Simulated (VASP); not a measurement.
# CO2 (Pa-3) in VASP: further runs, part 2 of 2

VASP 6.6.1.

### Step 4. Single point, PBEsol

This run uses another cell than the first one, of 13.16 Å³/atom.

File INCAR:

```
ALGO = Normal
EDIFF = 1E-6
ENCUT = 910
GGA = PS
GGA_COMPAT = F
ISIF = 2
ISMEAR = 0
LASPH = T
LCHARG = F
LREAL = F
LWAVE = F
NBANDS = 44
NELM = 120
PREC = Accurate
SIGMA = 0.1
```

File KPOINTS:

```
k-points
0
Gamma
  4 4 4
```

File POSCAR:

```
CO2
1.0
    5.4058748019      0.0000000000      0.0000000000
    0.0000000000      5.4058748019      0.0000000000
    0.0000000000      0.0000000000      5.4058748019
C O
4 8
Direct
    0.0000000000      0.0000000000      0.0000000000
    0.5000000000      0.0000000000      0.5000000000
    0.5000000000      0.5000000000      0.0000000000
    0.0000000000      0.5000000000      0.5000000000
    0.1244143774      0.1244143774      0.1244143774
    0.3755856226      0.8755856226      0.6244143774
    0.6244143774      0.3755856226      0.8755856226
    0.8755856226      0.6244143774      0.3755856226
    0.8755856226      0.8755856226      0.8755856226
    0.6244143774      0.1244143774      0.3755856226
    0.3755856226      0.6244143774      0.1244143774
    0.1244143774      0.3755856226      0.6244143774
```

Launch:

```bash
$ cat potpaw_PBE.64/C_h/POTCAR potpaw_PBE.64/O_h/POTCAR > POTCAR
$ mpirun -np 1 vasp_std > vasp.out
```

It took 4.2 min on 1 thread of AMD EPYC 7R43 (Zen 3), shared host; peak memory 0.41 GiB.

Results (log left out):

```
Free energy            : -96.2460 eV
Pressure               : 1.6 GPa
Largest force          : 0.171 eV/Å
Band gap on the k mesh : 6.85 eV
```

Forces on the atoms (eV/Å):
```
C    0.000  0.000  0.000
C    0.000  0.000  0.000
C    0.000  0.000  0.000
C    0.000  0.000  0.000
O    0.099  0.099  0.099
O   -0.099 -0.099  0.099
O    0.099 -0.099 -0.099
O   -0.099  0.099 -0.099
O   -0.099 -0.099 -0.099
O    0.099  0.099 -0.099
O   -0.099  0.099  0.099
O    0.099 -0.099  0.099
```

Levels at points of the mesh, in eV from the valence-band top:
```csv
k point,band 29,band 30,band 31,band 32,band 33,band 34,band 35,band 36
"(0.00, 0.00, 0.00)",-0.26,-0.26,0.00,0.00,6.85,7.92,7.92,7.92
"(0.50, 0.00, 0.00)",-0.39,-0.39,-0.09,-0.09,7.84,7.84,8.13,8.13
"(0.50, 0.50, 0.00)",-0.35,-0.35,-0.35,-0.35,7.84,7.84,7.84,7.84
"(0.50, 0.50, 0.50)",-0.41,-0.41,-0.41,-0.41,7.83,7.83,7.83,7.83
```

Caveat: the cutoff is under 1.25 times the usual one of these potentials, so pressure, stress and relaxed cells hold a basis-set (Pulay) error; this functional lacks dispersion, which holds the molecules together, so the pressure and a relaxed volume are unreliable; the PAW data sets were made with another functional, which shifts forces and pressure a little.

### Step 5. Single point, PBEsol

This run uses another cell than the first one, of 11.96 Å³/atom.

File INCAR:

```
SYSTEM = CO2
  ALGO = Normal
  EDIFF = 1E-6
  ENCUT = 910
  GGA = PS
  GGA_COMPAT = .False.
  ISIF = 2
  ISMEAR = 0
  LASPH = .True.
  LCHARG = .False.
  LREAL = .False.
  LWAVE = .False.
  NBANDS = 44
  NELM = 120
  PREC = Accurate
  SIGMA = 0.1
```

File KPOINTS:

```
k-points
0
Gamma
  4 4 4
  0 0 0
```

File POSCAR:

```
CO2
1.0
    5.2353884503      0.0000000000      0.0000000000
    0.0000000000      5.2353884503      0.0000000000
    0.0000000000      0.0000000000      5.2353884503
C O
4 8
Direct
    0.0000000000      0.0000000000      0.0000000000
    0.5000000000      0.0000000000      0.5000000000
    0.5000000000      0.5000000000      0.0000000000
    0.0000000000      0.5000000000      0.5000000000
    0.1284144826      0.1284144826      0.1284144826
    0.3715855174      0.8715855174      0.6284144826
    0.6284144826      0.3715855174      0.8715855174
    0.8715855174      0.6284144826      0.3715855174
    0.8715855174      0.8715855174      0.8715855174
    0.6284144826      0.1284144826      0.3715855174
    0.3715855174      0.6284144826      0.1284144826
    0.1284144826      0.3715855174      0.6284144826
```

Launch:

```bash
$ cat potpaw_PBE.64/C_h/POTCAR potpaw_PBE.64/O_h/POTCAR > POTCAR
$ mpirun -np 1 vasp_std > vasp.out
```

It took 1.9 min on 1 thread of AMD EPYC 7R13 (Zen 3), shared host; peak memory 0.43 GiB.

Results (log left out):

- Free energy: -96.0249 eV
- Pressure: 3.2 GPa
- Largest force: 0.106 eV/Å
- Band gap on the k mesh: 6.97 eV

Forces in eV/Å, atoms in the order of the input:
```
C    0.000  0.000  0.000
C    0.000  0.000  0.000
C    0.000  0.000  0.000
C    0.000  0.000  0.000
O    0.061  0.061  0.061
O   -0.061 -0.061  0.061
O    0.061 -0.061 -0.061
O   -0.061  0.061 -0.061
O   -0.061 -0.061 -0.061
O    0.061  0.061 -0.061
O   -0.061  0.061  0.061
O    0.061 -0.061  0.061
```

Levels at points of the mesh, in eV from the valence-band top:
```csv
k point,band 28,band 29,band 30,band 31,band 32,band 33,band 34,band 35,band 36,band 37
"(0.00, 0.00, 0.00)",-0.32,-0.32,-0.32,0.00,0.00,6.97,7.76,7.76,7.76,8.21
"(0.50, 0.00, 0.00)",-0.61,-0.48,-0.48,-0.10,-0.10,7.69,7.69,8.04,8.04,8.41
"(0.50, 0.50, 0.00)",-0.53,-0.42,-0.42,-0.42,-0.42,7.69,7.69,7.69,7.69,8.67
"(0.50, 0.50, 0.50)",-0.56,-0.51,-0.51,-0.51,-0.51,7.66,7.66,7.66,7.66,8.99
```

Caveat: the cutoff is under 1.25 times the usual one of these potentials, so pressure, stress and relaxed cells hold a basis-set (Pulay) error; the cell stands under pressure; this functional lacks dispersion, which holds the molecules together, so the pressure and a relaxed volume are unreliable; the PAW data sets were made with another functional, which shifts forces and pressure a little. A k mesh can miss the band edges.

### Step 6. Overview

```tsv
cell	smearing	gap on the mesh (eV)	pressure (GPa)	largest force (eV/Å)
a = 5.392 Å, 12 atoms, atomic positions A	gaussian 0.01 eV	6.85	1.5	0.09
a = 5.235 Å, 12 atoms, atomic positions B	gaussian 0.1 eV	6.97	3.2	0.11
a = 5.406 Å, 12 atoms, atomic positions A	gaussian 0.1 eV	6.85	1.6	0.17
```

Alike in all rows: task single point; level PBEsol; potentials or basis VASP PAW PBE potentials, release 64 (C_h, O_h); no spin polarisation; k mesh 4 × 4 × 4; cutoff (eV) 910.

Caveats: the cutoff is under 1.25 times the usual one of these potentials, so pressure, stress and relaxed cells hold a basis-set (Pulay) error; this functional lacks dispersion, which holds the molecules together, so the pressure and a relaxed volume are unreliable; the PAW data sets were made with another functional, which shifts forces and pressure a little; the cell stands under pressure (at least some runs).

Total energies depend on the potentials used, so only differences within one code and one set of settings carry meaning.
